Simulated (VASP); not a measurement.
# Mg (Im-3m) in VASP: notebook

Runs on Mg. Level: PBEsol. Tasks: single point, relaxation of cell and atoms.

All numbers are computed with VASP 6.6.1; they aren't measurements. Logs are shortened: lines on timing, memory, paths and dates and some standing lists are left out, and cuts for length are marked.

## Step 1: The cell of the first run

It takes space group Im-3m (No. 229, cubic). The conventional cell has a = 3.126 Å, b = 3.126 Å, c = 3.126 Å, α = 90.00°, β = 90.00°, γ = 90.00°. Mg (site symmetry m-3m) has 14 Mg at 2.71 to 3.13 Å within 3.6 Å.

This isn't the form of Mg at room conditions, which is hcp.

## Step 2: Single point, PBEsol

INCAR

```
SYSTEM = Mg
ALGO = Fast ; EDIFF = 1E-7
ENCUT = 520 ; GGA = PS
ISIF = 2 ; ISMEAR = 0
LASPH = .True. ; LCHARG = .False.
LREAL = .False. ; LWAVE = .False.
NBANDS = 7 ; NELM = 80
PREC = Accurate ; SIGMA = 0.1
```

KPOINTS

```
k-points
0
Gamma
  20 20 20
  0 0 0
```

POSCAR

```
Mg
1.0
   -1.5631771551      1.5631771551      1.5631771551
    1.5631771551     -1.5631771551      1.5631771551
    1.5631771551      1.5631771551     -1.5631771551
Mg
1
Direct
    0.0000000000      0.0000000000      0.0000000000
```

Potentials or basis: VASP PAW PBE potentials, release 64 (Mg).

The run is started by

```bash
$ cat potpaw_PBE.64/Mg/POTCAR > POTCAR
$ mpirun -np 1 vasp_std > vasp.out
```

OUTCAR:

```text
SYSTEM = Mg
   EDIFF = 1E-7
   ENCUT = 520
   GGA = PS
   ISIF = 2
   ISMEAR = 0
   LASPH = .True.
   LREAL = .False.
   NELM = 80
   PREC = Accurate

 ion  position               nearest neighbor table
   1  0.000  0.000  0.000-

  LATTYP: Found a body centered cubic cell.
 ALAT       =     3.1263543102

  Lattice vectors:

 A1 = (  -1.5631771551,   1.5631771551,   1.5631771551)
 A2 = (   1.5631771551,  -1.5631771551,   1.5631771551)
 A3 = (   1.5631771551,   1.5631771551,  -1.5631771551)

Analysis of symmetry for initial positions (statically):
=====================================================================
 Subroutine PRICEL returns:
 Original cell was already a primitive cell.

 Routine SETGRP: Setting up the symmetry group for a
 body centered cubic supercell.

 Subroutine GETGRP returns: Found 48 space group operations
 (whereof 48 operations were pure point group operations)
 out of a pool of 48 trial point group operations.

The static configuration has the point symmetry O_h .

Analysis of symmetry for dynamics (positions and initial velocities):
=====================================================================
 Subroutine PRICEL returns:
 Original cell was already a primitive cell.

 Routine SETGRP: Setting up the symmetry group for a
 body centered cubic supercell.

 Subroutine GETGRP returns: Found 48 space group operations
 (whereof 48 operations were pure point group operations)
 out of a pool of 48 trial point group operations.

The dynamic configuration has the point symmetry O_h .

 Subroutine INISYM returns: Found 48 space group operations
 (whereof 48 operations are pure point group operations),
 and found     1 'primitive' translations

----------------------------------------------------------------------------------------

                                     Primitive cell

  volume of cell :      15.2786

  direct lattice vectors                    reciprocal lattice vectors
    -1.563177155  1.563177155  1.563177155     0.000000000  0.319861379  0.319861379
     1.563177155 -1.563177155  1.563177155     0.319861379  0.000000000  0.319861379
     1.563177155  1.563177155 -1.563177155     0.319861379  0.319861379  0.000000000

  length of vectors
     2.707502254  2.707502254  2.707502254     0.452352300  0.452352300  0.452352300

  position of ions in fractional coordinates (direct lattice)
     0.000000000  0.000000000  0.000000000

  ion indices of the primitive-cell ions
   primitive index   ion index
                 1           1

----------------------------------------------------------------------------------------

 KPOINTS: k-points

Automatic generation of k-mesh.
 Grid dimensions read from file:
 generate k-points for:   20   20   20

 Generating k-lattice:

  Cartesian coordinates                     Fractional coordinates (reciprocal lattice)
     0.000000000  0.015993069  0.015993069     0.050000000  0.000000000  0.000000000
     0.015993069  0.000000000  0.015993069     0.000000000  0.050000000  0.000000000
     0.015993069  0.015993069  0.000000000     0.000000000  0.000000000  0.050000000

  Length of vectors
     0.022617615  0.022617615  0.022617615

  Shift w.r.t. Gamma in fractional coordinates (k-lattice)
     0.000000000  0.000000000  0.000000000

 Subroutine IBZKPT returns following result:
 ===========================================

 Found    256 irreducible k-points:

 Following reciprocal coordinates:
            Coordinates               Weight
  0.000000  0.000000  0.000000      1.000000
  0.050000  0.000000  0.000000     12.000000
  0.100000  0.000000  0.000000     12.000000
  0.150000  0.000000  0.000000     12.000000
  0.200000  0.000000  0.000000     12.000000
  0.250000  0.000000  0.000000     12.000000
[... 16 lines left out ...]
  0.200000  0.100000  0.000000     48.000000
  0.250000  0.100000  0.000000     48.000000
 [... further k-points ...]
   k-points           NKPTS =    256   k-points in BZ     NKDIM =    256   number of bands    NBANDS=      7
   number of dos      NEDOS =    301   number of ions     NIONS =      1
   total plane-waves  NPLWV =   8000
   dimension x,y,z NGX =    20 NGY =   20 NGZ =   20
   dimension x,y,z NGXF=    40 NGYF=   40 NGZF=   40
   ions per type =               1
   NGX,Y,Z   is equivalent  to a cutoff of  12.28, 12.28, 12.28 a.u.
   NGXF,Y,Z  is equivalent  to a cutoff of  24.56, 24.56, 24.56 a.u.
 SYSTEM =  Mg
   PREC   = accura    normal or accurate (medium, high low for compatibility)
   ISTART =      0    job   : 0-new  1-cont  2-samecut
   ICHARG =      2    charge: 1-file 2-atom 10-const
   ISPIN  =      1    spin polarized calculation?
   LNONCOLLINEAR =      F non collinear calculations
   LSORBIT =      F    spin-orbit coupling
   LASPH  =      T    aspherical Exc in radial PAW
   ENCUT  =  520.0 eV  38.22 Ry    6.18 a.u.   5.03  5.03  5.03*2*pi/ulx,y,z
   NELM   =     80;   NELMIN=  2; NELMDL= -5     # of ELM steps
   EDIFF  = 0.1E-06   stopping-criterion for ELM
   LREAL  =      F    real-space projection
   EDIFFG = 0.1E-05   stopping-criterion for IOM
   NSW    =      0    number of steps for IOM
   IBRION =     -1    ionic relax: 0-MD 1-quasi-New 2-CG
   NFREE  =      0    steps in history (QN), initial steepest desc. (CG)
   ISIF   =      2    stress and relaxation
   ISYM   =      2    0-nonsym 1-usesym 2-fastsym
   POTIM  = 0.5000    time-step for ionic-motion
   TEBEG  =    0.0;   TEEND  =   0.0 temperature during run
   PSTRESS=    0.0 pullay stress
   NELECT =       2.0000    total number of electrons
   NUPDOWN=      -1.0000    fix difference up-down
   EMIN   =  10.00;   EMAX   =-10.00  energy-range for DOS
   EFERMI =   0.00;   METHOD = LEGACY
   ISMEAR =     0;   SIGMA  =   0.10  broadening in eV -4-tet -1-fermi 0-gaus
   EFERMI_NEDOS =   21; number of points for ismear=-14 and -15
   IALGO  =     68    algorithm
   IMIX   =      4    mixing-type and parameters
     AMIX     =   0.40;   BMIX     =  1.00
     AMIX_MAG =   1.60;   BMIX_MAG =  1.00
  volume/ion in A,a.u.               =      15.28       103.11
  Fermi-wavevector in a.u.,A,eV,Ry     =   0.831234  1.570804  9.400945  0.690950
  Thomas-Fermi vector in A             =   1.944086
   LORBIT       =      0    0 simple, 1 ext, 2 COOP (PROOUT), +10 PAW based schemes
   GGA     = PS    functional components
   LHFCALC =     F    Hartree Fock is set to
   AEXX    =    0.0000 exact exchange contribution
   IVDW    =     0    specifies the selected vdW correction
   LEPSILON=     F    determine dielectric tensor
   LRPA    =     F    only Hartree local field effects (RPA)
 non-spin polarized calculation
 RMM-DIIS sequential band-by-band and
 Gauss-broadening in eV      SIGMA  =   0.10
  energy-cutoff  :      520.00
  volume of cell :       15.28
 maximum number of plane-waves:       422
   NGX =  9   NGY =  9   NGZ =  9

 number of electron       2.0000000 magnetization

 Free energy of the ion-electron system (eV)
  ---------------------------------------------------
  ext. energy  EPLUGINS =         0.00000000
  ---------------------------------------------------
  free energy    TOTEN  =        -1.20141256 eV

  energy without entropy =       -1.20049443  energy(sigma->0) =       -1.20095350

 E-fermi :   5.2058     XC(G=0):  -9.9220

 val. band max:        5.1537554195   @ k =   0.3000   0.2000   0.2000
 cond. band min:       5.2204060336   @ k =   0.3000   0.2500   0.1500
 fundamental gap:      0.0666506141
 Fermi energy:         5.2058017988

 k-point     1 :       0.0000    0.0000    0.0000
  band No.  band energies     occupation
      1      -3.7619      2.00000
      2      21.1301      0.00000
      3      21.1301      0.00000
      4      21.1301      0.00000
      5      23.6510      0.00000
      6      23.6510      0.00000
      7      25.2445      0.00000

 k-point     2 :       0.0500    0.0000    0.0000
  band No.  band energies     occupation
      1      -3.6844      2.00000
      2      20.3602      0.00000
      3      20.6940      0.00000
      4      20.9822      0.00000
      5      22.8381      0.00000
      6      23.0654      0.00000
      7      25.7696      0.00000

 k-point     3 :       0.1000    0.0000    0.0000
  band No.  band energies     occupation
      1      -3.4524      2.00000
      2      18.4536      0.00000
      3      19.7895      0.00000
      4      20.6110      0.00000
      5      22.1346      0.00000
      6      22.4877      0.00000
      7      26.2940      0.00000

 k-point     4 :       0.1500    0.0000    0.0000
  band No.  band energies     occupation
      1      -3.0677      2.00000
      2      16.3093      0.00000
      3      18.8186      0.00000
      4      20.1442      0.00000
      5      21.2515      0.00000
      6      22.3330      0.00000
      7      26.4340      0.00000

 k-point     5 :       0.2000    0.0000    0.0000
  band No.  band energies     occupation
      1      -2.5331      2.00000
      2      14.1973      0.00000
      3      17.9172      0.00000
      4      19.6719      0.00000
      5      20.4739      0.00000
      6      22.1234      0.00000
      7      26.6122      0.00000
[... 161 lines left out ...]
 k-point    22 :       0.1500    0.1000   -0.0000
  band No.  band energies     occupation
      1      -2.3054      2.00000
      2      14.1854      0.00000
      3      15.8797      0.00000
      4      19.2117      0.00000
      5      21.2311      0.00000
      6      23.2465      0.00000
      7      26.0663      0.00000

 k-point    23 :       0.2000    0.1000    0.0000
  band No.  band energies     occupation
      1      -1.6274      2.00000
      2      12.2607      0.00000
      3      15.0814      0.00000
      4      18.6802      0.00000
      5      20.8148      0.00000
      6      23.3193      0.00000
      7      25.8683      0.00000

 k-point    24 :       0.2500    0.1000    0.0000
  band No.  band energies     occupation
      1      -0.8091      2.00000
      2      10.3914      0.00000
      3      14.4468      0.00000
      4      18.2184      0.00000
      5      20.3840      0.00000
      6      23.3088      0.00000
      7      25.9758      0.00000

 [... further k-points ...]

------------------------ aborting loop because EDIFF is reached ----------------------------------------

  FORCE on cell =-STRESS in cart. coord.  units (eV):
  Direction    XX          YY          ZZ          XY          YZ          ZX
  --------------------------------------------------------------------------------------
  -------------------------------------------------------------------------------------
  Total        2.9079171      2.9079171      2.9079171     -0.0000000     -0.0000000      0.0000000
  in kB      304.9355217    304.9355217    304.9355217     -0.0000000     -0.0000000      0.0000000
  external PRESSURE =     304.9355217 kB  Pullay stress =       0.0000000 kB

 VOLUME and BASIS-vectors are now :
 -----------------------------------------------------------------------------
  energy-cutoff  :      520.00
  volume of cell :       15.28
      direct lattice vectors                 reciprocal lattice vectors
    -1.563177155  1.563177155  1.563177155     0.000000000  0.319861379  0.319861379
     1.563177155 -1.563177155  1.563177155     0.319861379  0.000000000  0.319861379
     1.563177155  1.563177155 -1.563177155     0.319861379  0.319861379  0.000000000

 POSITION                                       TOTAL-FORCE (eV/Angst)
 -----------------------------------------------------------------------------------
      0.00000      0.00000      0.00000         0.000000     -0.000000     -0.000000
 -----------------------------------------------------------------------------------
    total drift:                                0.000000      0.000000     -0.000000

  FREE ENERGIE OF THE ION-ELECTRON SYSTEM (eV)
  ---------------------------------------------------
  free  energy   TOTEN  =        -1.2014125628 eV

  energy  without entropy=       -1.2004944330  energy(sigma->0) =       -1.20095350
```

It took 27 s on 1 thread of Intel Xeon 8259CL, shared host; peak memory 0.14 GiB.

Results:

```
Free energy            : -1.2014 eV
Pressure               : 30.5 GPa
Band gap on the k mesh : zero (bands 1 and 2 overlap by 4.90 eV)
```

Levels at points of the mesh, in eV from the Fermi level:
| k point | band 1 | band 2 | band 3 | band 4 | band 5 |
| --- | --- | --- | --- | --- | --- |
| (0.00, 0.00, 0.00) | -8.97 | 15.92 | 15.92 | 15.92 | 18.45 |
| (0.50, 0.00, 0.00) | -2.16 | -0.96 | 10.09 | 13.01 | 13.12 |
| (0.50, 0.50, 0.50) | 3.94 | 3.94 | 5.26 | 5.26 | 5.26 |

Caveat: the cell stands under pressure; the PAW data sets were made with another functional, which shifts forces and pressure a little.

## Step 3: Single point, PBEsol

This run uses another cell than the first one, of 18.13 Å³/atom.

INCAR

```
SYSTEM = Mg
ALGO     = Fast           ! electronic algorithm
EDIFF    = 1E-6           ! SCF threshold, eV
ENCUT    = 520            ! plane-wave cutoff, eV
GGA      = PS             ! functional
ISIF     = 2              ! what is computed and relaxed
ISMEAR   = 0              ! smearing method
LASPH    = .True.         ! aspherical terms in the spheres
LCHARG   = .False.        ! write CHGCAR
LREAL    = .False.        ! projectors in reciprocal space
LWAVE    = .False.        ! write WAVECAR
NBANDS   = 7              ! bands
NELM     = 100            ! most SCF steps
PREC     = Accurate       ! precision mode
SIGMA    = 0.1            ! smearing width, eV
```

KPOINTS is that of step 2.

POSCAR

```
Mg
1.0
   -1.6547765041      1.6547765041      1.6547765041
    1.6547765041     -1.6547765041      1.6547765041
    1.6547765041      1.6547765041     -1.6547765041
Mg
1
Direct
    0.0000000000      0.0000000000      0.0000000000
```

Potentials or basis: VASP PAW PBE potentials, release 64 (Mg).

The run is started by

```bash
$ cat potpaw_PBE.64/Mg/POTCAR > POTCAR
$ mpirun -np 1 vasp_std > vasp.out
```

Wall time 27 s (1 thread of Intel Xeon 8259CL, shared host); peak memory 0.16 GiB.

It converged, with:

| Item | Value |
| --- | --- |
| Free energy | -1.5609 eV |
| Pressure | 12.1 GPa |
| Band gap on the k mesh | zero (bands 1 and 2 overlap by 4.92 eV) |

Levels at points of the mesh, in eV from the Fermi level:
```csv
k point,band 1,band 2,band 3,band 4,band 5
"(0.00, 0.00, 0.00)",-8.10,14.60,14.60,14.60,16.89
"(0.50, 0.00, 0.00)",-1.91,-0.96,9.42,11.27,11.78
"(0.50, 0.50, 0.50)",3.96,3.96,4.56,4.56,4.56
```

Caveat: the cell stands under pressure; the PAW data sets were made with another functional, which shifts forces and pressure a little.

(Continued in part 2 of 3.)
